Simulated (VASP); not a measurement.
# HfN (Fm-3m) in VASP: a series of runs, part 2 of 3

VASP 6.6.1.

### Step 3. Single point, PBE (11.40 Å³/atom)

This run uses another cell than the first one, of 11.40 Å³/atom.

The input, INCAR:

```
SYSTEM = HfN
PREC = Accurate
ENCUT = 520
EDIFF = 1E-7
ISMEAR = 0
SIGMA = 0.1
LREAL = .False.
LASPH = .True.
NELM = 60
ALGO = Normal
ISIF = 2
LWAVE = .False.
LCHARG = .True.
GGA = PE
LELF = .True.
LVHAR = .True.
NBANDS = 14
```

The input, KPOINTS:

```
regular mesh
0
Gamma
  16 16 16
  0 0 0
```

The input, POSCAR:

```
HfN
1.0
    0.0000000000      2.2509252380      2.2509252380
    2.2509252380      0.0000000000      2.2509252380
    2.2509252380      2.2509252380      0.0000000000
Hf N
1 1
Direct
    0.0000000000      0.0000000000      0.0000000000
    0.5000000000      0.5000000000      0.5000000000
```

Potentials or basis: VASP PAW PBE potentials, release 64 (Hf_pv, N).

Started as:

```console
> cat potpaw_PBE.64/Hf_pv/POTCAR potpaw_PBE.64/N/POTCAR > POTCAR
> mpirun -np 1 vasp_std > vasp.out
```

OUTCAR:

```text
SYSTEM = HfN
   PREC = Accurate
   ENCUT = 520
   EDIFF = 1E-7
   ISMEAR = 0
   LREAL = .False.
   LASPH = .True.
   NELM = 60
   ISIF = 2
   GGA = PE

 ion  position               nearest neighbor table
   1  0.000  0.000  0.000-   2 2.25   2 2.25   2 2.25   2 2.25   2 2.25   2 2.25
   2  0.500  0.500  0.500-   1 2.25   1 2.25   1 2.25   1 2.25   1 2.25   1 2.25

  LATTYP: Found a face centered cubic cell.
 ALAT       =     4.5018504760

  Lattice vectors:

 A1 = (   0.0000000000,   2.2509252380,   2.2509252380)
 A2 = (   2.2509252380,   0.0000000000,   2.2509252380)
 A3 = (   2.2509252380,   2.2509252380,   0.0000000000)

Analysis of symmetry for initial positions (statically):
=====================================================================
 Subroutine PRICEL returns:
 Original cell was already a primitive cell.

 Routine SETGRP: Setting up the symmetry group for a
 face centered cubic supercell.

 Subroutine GETGRP returns: Found 48 space group operations
 (whereof 48 operations were pure point group operations)
 out of a pool of 48 trial point group operations.

The static configuration has the point symmetry O_h .

Analysis of symmetry for dynamics (positions and initial velocities):
=====================================================================
 Subroutine PRICEL returns:
 Original cell was already a primitive cell.

 Routine SETGRP: Setting up the symmetry group for a
 face centered cubic supercell.

 Subroutine GETGRP returns: Found 48 space group operations
 (whereof 48 operations were pure point group operations)
 out of a pool of 48 trial point group operations.

The dynamic configuration has the point symmetry O_h .

 Subroutine INISYM returns: Found 48 space group operations
 (whereof 48 operations are pure point group operations),
 and found     1 'primitive' translations

----------------------------------------------------------------------------------------

                                     Primitive cell

  volume of cell :      22.8094

  direct lattice vectors                    reciprocal lattice vectors
     0.000000000  2.250925238  2.250925238    -0.222130878  0.222130878  0.222130878
     2.250925238  0.000000000  2.250925238     0.222130878 -0.222130878  0.222130878
     2.250925238  2.250925238  0.000000000     0.222130878  0.222130878 -0.222130878

  length of vectors
     3.183288999  3.183288999  3.183288999     0.384741967  0.384741967  0.384741967

  position of ions in fractional coordinates (direct lattice)
     0.000000000  0.000000000  0.000000000
     0.500000000  0.500000000  0.500000000

  ion indices of the primitive-cell ions
   primitive index   ion index
                 1           1
                 2           2

----------------------------------------------------------------------------------------

 KPOINTS: regular mesh

Automatic generation of k-mesh.
 Grid dimensions read from file:
 generate k-points for:   16   16   16

 Generating k-lattice:

  Cartesian coordinates                     Fractional coordinates (reciprocal lattice)
    -0.013883180  0.013883180  0.013883180     0.062500000  0.000000000  0.000000000
     0.013883180 -0.013883180  0.013883180     0.000000000  0.062500000  0.000000000
     0.013883180  0.013883180 -0.013883180     0.000000000  0.000000000  0.062500000

  Length of vectors
     0.024046373  0.024046373  0.024046373

[... 38 lines left out ...]
   dimension x,y,z NGX =    24 NGY =   24 NGZ =   24
   dimension x,y,z NGXF=    48 NGYF=   48 NGZF=   48
   ions per type =               1   1
   NGX,Y,Z   is equivalent  to a cutoff of  12.53, 12.53, 12.53 a.u.
   NGXF,Y,Z  is equivalent  to a cutoff of  25.07, 25.07, 25.07 a.u.
 SYSTEM =  HfN
   PREC   = accura    normal or accurate (medium, high low for compatibility)
   ISTART =      0    job   : 0-new  1-cont  2-samecut
   ICHARG =      2    charge: 1-file 2-atom 10-const
   ISPIN  =      1    spin polarized calculation?
   LNONCOLLINEAR =      F non collinear calculations
   LSORBIT =      F    spin-orbit coupling
   LASPH  =      T    aspherical Exc in radial PAW
   ENCUT  =  520.0 eV  38.22 Ry    6.18 a.u.   5.92  5.92  5.92*2*pi/ulx,y,z
   NELM   =     60;   NELMIN=  2; NELMDL= -5     # of ELM steps
   EDIFF  = 0.1E-06   stopping-criterion for ELM
   LREAL  =      F    real-space projection
   EDIFFG = 0.1E-05   stopping-criterion for IOM
   NSW    =      0    number of steps for IOM
   IBRION =     -1    ionic relax: 0-MD 1-quasi-New 2-CG
   NFREE  =      0    steps in history (QN), initial steepest desc. (CG)
   ISIF   =      2    stress and relaxation
   ISYM   =      2    0-nonsym 1-usesym 2-fastsym
   POTIM  = 0.5000    time-step for ionic-motion
   TEBEG  =    0.0;   TEEND  =   0.0 temperature during run
   PSTRESS=    0.0 pullay stress
   NELECT =      15.0000    total number of electrons
   NUPDOWN=      -1.0000    fix difference up-down
   EMIN   =  10.00;   EMAX   =-10.00  energy-range for DOS
   EFERMI =   0.00;   METHOD = LEGACY
   ISMEAR =     0;   SIGMA  =   0.10  broadening in eV -4-tet -1-fermi 0-gaus
   EFERMI_NEDOS =   21; number of points for ismear=-14 and -15
   IALGO  =     38    algorithm
   IMIX   =      4    mixing-type and parameters
     AMIX     =   0.40;   BMIX     =  1.00
     AMIX_MAG =   1.60;   BMIX_MAG =  1.00
  volume/ion in A,a.u.               =      11.40        76.96
  Fermi-wavevector in a.u.,A,eV,Ry     =   1.423642  2.690294 27.575704  2.026757
  Thomas-Fermi vector in A             =   2.544218
   LORBIT       =      0    0 simple, 1 ext, 2 COOP (PROOUT), +10 PAW based schemes
   GGA     = PE    functional components
   LHFCALC =     F    Hartree Fock is set to
   AEXX    =    0.0000 exact exchange contribution
   IVDW    =     0    specifies the selected vdW correction
   LEPSILON=     F    determine dielectric tensor
   LRPA    =     F    only Hartree local field effects (RPA)
 non-spin polarized calculation
 Gauss-broadening in eV      SIGMA  =   0.10
  energy-cutoff  :      520.00
  volume of cell :       22.81
 maximum number of plane-waves:       636
   NGX = 11   NGY = 11   NGZ = 11

 number of electron      15.0000001 magnetization

 Free energy of the ion-electron system (eV)
  ---------------------------------------------------
  ext. energy  EPLUGINS =         0.00000000
  ---------------------------------------------------
  free energy    TOTEN  =       -21.75041908 eV

  energy without entropy =      -21.74750182  energy(sigma->0) =      -21.74896045

 E-fermi :   8.4831     XC(G=0): -12.7891

 val. band max:        8.4647269964   @ k =  -0.4375   0.3125   0.1250
 cond. band min:       8.4831930682   @ k =  -0.1250   0.0625   0.0000
 fundamental gap:      0.0184660718
 Fermi energy:         8.4830956950

 k-point     1 :       0.0000    0.0000    0.0000
  band No.  band energies     occupation
      1     -22.6295      2.00000
      2     -22.6295      2.00000
      3     -22.6295      2.00000
      4      -9.0929      2.00000
      5       5.4404      2.00000
      6       5.4404      2.00000
      7       5.4404      2.00000
      8       8.1289      2.00000
      9       8.1289      2.00000
     10       8.1289      2.00000
     11      10.3812      0.00000
     12      10.4764      0.00000
     13      10.4764      0.00000
     14      18.0720      0.00000
[... 377 lines left out ...]
      1     -22.7297      2.00000
      2     -22.6544      2.00000
      3     -22.6313      2.00000
      4      -8.8518      2.00000
      5       4.4173      2.00000
      6       4.7680      2.00000
      7       5.0869      2.00000
      8       8.2941      1.99247
      9       8.3051      1.98817
     10       8.7518      0.00014
     11      10.5965      0.00000
     12      11.4019      0.00000
     13      11.5262      0.00000
     14      18.8788      0.00000

 [... further k-points ...]

------------------------ aborting loop because EDIFF is reached ----------------------------------------

  FORCE on cell =-STRESS in cart. coord.  units (eV):
  Direction    XX          YY          ZZ          XY          YZ          ZX
  --------------------------------------------------------------------------------------
  -------------------------------------------------------------------------------------
  Total        0.8727190      0.8727190      0.8727190     -0.0000000      0.0000000      0.0000000
  in kB       61.3015973     61.3015973     61.3015973     -0.0000000      0.0000000      0.0000000
  external PRESSURE =      61.3015973 kB  Pullay stress =       0.0000000 kB

 VOLUME and BASIS-vectors are now :
 -----------------------------------------------------------------------------
  energy-cutoff  :      520.00
  volume of cell :       22.81
      direct lattice vectors                 reciprocal lattice vectors
     0.000000000  2.250925238  2.250925238    -0.222130878  0.222130878  0.222130878
     2.250925238  0.000000000  2.250925238     0.222130878 -0.222130878  0.222130878
     2.250925238  2.250925238  0.000000000     0.222130878  0.222130878 -0.222130878

 POSITION                                       TOTAL-FORCE (eV/Angst)
 -----------------------------------------------------------------------------------
      0.00000      0.00000      0.00000         0.000000     -0.000000     -0.000000
      2.25093      2.25093      2.25093        -0.000000      0.000000      0.000000
 -----------------------------------------------------------------------------------
    total drift:                                0.000000     -0.000000     -0.000000

  FREE ENERGIE OF THE ION-ELECTRON SYSTEM (eV)
  ---------------------------------------------------
  free  energy   TOTEN  =       -21.7504190781 eV

  energy  without entropy=      -21.7475018177  energy(sigma->0) =      -21.74896045
```

OSZICAR:

```text
N       E                     dE             d eps       ncg     rms          rms(c)
DAV:   1     0.373820473009E+02    0.37382E+02   -0.78128E+03  4068   0.101E+03
DAV:   2    -0.228334340352E+02   -0.60215E+02   -0.56350E+02  5322   0.235E+02
DAV:   3    -0.247440898604E+02   -0.19107E+01   -0.19041E+01  4690   0.345E+01
DAV:   4    -0.247510148976E+02   -0.69250E-02   -0.69240E-02  4894   0.241E+00
DAV:   5    -0.247510579890E+02   -0.43091E-04   -0.43092E-04  4688   0.163E-01    0.501E+01
DAV:   6    -0.218489079256E+02    0.29022E+01   -0.81633E+00  4498   0.222E+01    0.424E+01
DAV:   7    -0.217767379510E+02    0.72170E-01   -0.45199E-01  5110   0.600E+00    0.268E+01
DAV:   8    -0.217558024405E+02    0.20936E-01   -0.99811E-02  4738   0.274E+00    0.593E+00
DAV:   9    -0.217505479132E+02    0.52545E-02   -0.14976E-02  4600   0.982E-01    0.197E+00
DAV:  10    -0.217504514584E+02    0.96455E-04   -0.10820E-03  5312   0.318E-01    0.427E-01
DAV:  11    -0.217504213596E+02    0.30099E-04   -0.72381E-05  4864   0.851E-02    0.108E-01
DAV:  12    -0.217504194276E+02    0.19319E-05   -0.74908E-06  5396   0.233E-02    0.204E-02
DAV:  13    -0.217504191543E+02    0.27331E-06   -0.22581E-07  4294   0.477E-03    0.488E-03
DAV:  14    -0.217504190781E+02    0.76206E-07   -0.14666E-08  3134   0.109E-03
   1 F= -.21750419E+02 E0= -.21748960E+02  d E =-.291726E-02
```

stdout:

```text
POSCAR found type information on POSCAR HfN
 POSCAR found :  2 types and       2 ions
 scaLAPACK will be used
 LDA part: xc-table for (Slater+PW92), standard interpolation
 POSCAR, INCAR and KPOINTS ok, starting setup
 FFT: planning ... GRIDC
 FFT: planning ... GRID_SOFT
 FFT: planning ... GRID
 WAVECAR not read
 entering main loop
```

Run time: 49 s. Hardware: 1 thread of Intel Xeon 8259CL, shared host; peak memory 0.18 GiB.

Results:

```
Free energy            : -21.7504 eV
Pressure               : 6.1 GPa
Band gap on the k mesh : zero (an odd number of electrons rules out a gap without spin polarisation)
```

Levels at points of the mesh, in eV from the Fermi level:
| k point | band 5 | band 6 | band 7 | band 8 | band 9 | band 10 | band 11 | band 12 |
| --- | --- | --- | --- | --- | --- | --- | --- | --- |
| (0.00, 0.00, 0.00) | -3.04 | -3.04 | -3.04 | -0.35 | -0.35 | -0.35 | 1.90 | 1.99 |
| (0.50, 0.00, 0.00) | -8.95 | -6.24 | -6.24 | 3.33 | 3.76 | 3.76 | 4.48 | 8.96 |
| (0.50, 0.50, 0.00) | -5.41 | -3.86 | -3.70 | -3.70 | 4.16 | 5.61 | 5.61 | 5.72 |

Caveat: the cell stands under pressure; spin-orbit coupling is left out, which moves the levels of the heavy elements.

[end of part 2 of 3]
